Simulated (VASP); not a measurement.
Runs of VASP 6.6.1 on CoO. It takes space group Fm-3m (No. 225, cubic). Conventional cell: a = 4.263 Å, b = 4.263 Å, c = 4.263 Å, α = 90.00°, β = 90.00°, γ = 90.00°. Within 2.8 Å of Co (site symmetry m-3m) lie 6 O at 2.13 Å. Within 2.8 Å of O (site symmetry m-3m) lie 6 Co at 2.13 Å. 

| U | gap on the mesh (eV) | pressure (GPa) | moment (μB) |
| --- | --- | --- | --- |
| Co d U = 3.0 eV | none | -18.8 | 3.00 |
| Co d U = 5.0 eV | none | -19.7 | 3.00 |
| Co d U = 7.0 eV | none | (a) | 3.00 |
| Co d U = 1.0 eV | none | (b) | 2.93 |

Alike in all rows: task single point; level LDA+U; potentials or basis VASP PAW LDA potentials, release 64 (Co, O); spin collinear, ferromagnetic start; cell as given; k mesh 8 × 8 × 8; cutoff (eV) 520; smearing methfessel-paxton 0.15 eV.

Task: Fill in the values left out.

Result: (a) -19.8; (b) -19.0.

Caveats: a cell with one magnetic atom can't hold antiferromagnetic order, which such compounds often take.

A gap of «none» marks levels without a gap at the run's occupations.
